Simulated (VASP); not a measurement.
Write the native input for VASP 6.6.1 that does the following.

| Property | Result |
| --- | --- |
| Task | single point |
| Functional | PBE |
| Potentials or basis | VASP PAW PBE potentials, release 64 (K_sv, Br) |
| Cutoff | 520 eV |
| k mesh | 8 × 8 × 8 |
| Occupations | gaussian, width 0.05 eV |
| Spin | no spin polarisation |
| Dipole correction | no |
| Further INCAR settings | ALGO = Normal; EDIFF = 1e-06; NBANDS = 15 |

The structure of KBr lies in POSCAR:

```
KBr
1.0
    0.0000000000      3.3000000000      3.3000000000
    3.3000000000      0.0000000000      3.3000000000
    3.3000000000      3.3000000000      0.0000000000
K Br
1 1
Direct
    0.0000000000      0.0000000000      0.0000000000
    0.5000000000      0.5000000000      0.5000000000
```

One way to write it, as run:

INCAR

```
SYSTEM = KBr
ALGO = Normal
EDIFF = 1E-6
ENCUT = 520
GGA = PE
ISIF = 2
ISMEAR = 0
LASPH = .True.
LCHARG = .True.
LELF = .True.
LREAL = .False.
LVHAR = .True.
LWAVE = .False.
NBANDS = 15
NELM = 60
PREC = Accurate
SIGMA = 0.05
```

KPOINTS

```
k-points
0
Gamma
  8 8 8
  0 0 0
```

Potentials or basis: VASP PAW PBE potentials, release 64 (K_sv, Br).

The run is started by

```sh
$ cat potpaw_PBE.64/K_sv/POTCAR potpaw_PBE.64/Br/POTCAR > POTCAR
$ mpirun -np 1 vasp_std > vasp.out
```

Results of the run:

The pressure is 0.8 GPa and the band gap on the k mesh is 4.43 eV, direct.

It took 22 s on 1 thread of Intel(R) Xeon(R) Platinum 8375C CPU @ 2.90GHz (Ice Lake) (shared host), peak memory 0.21 GiB.
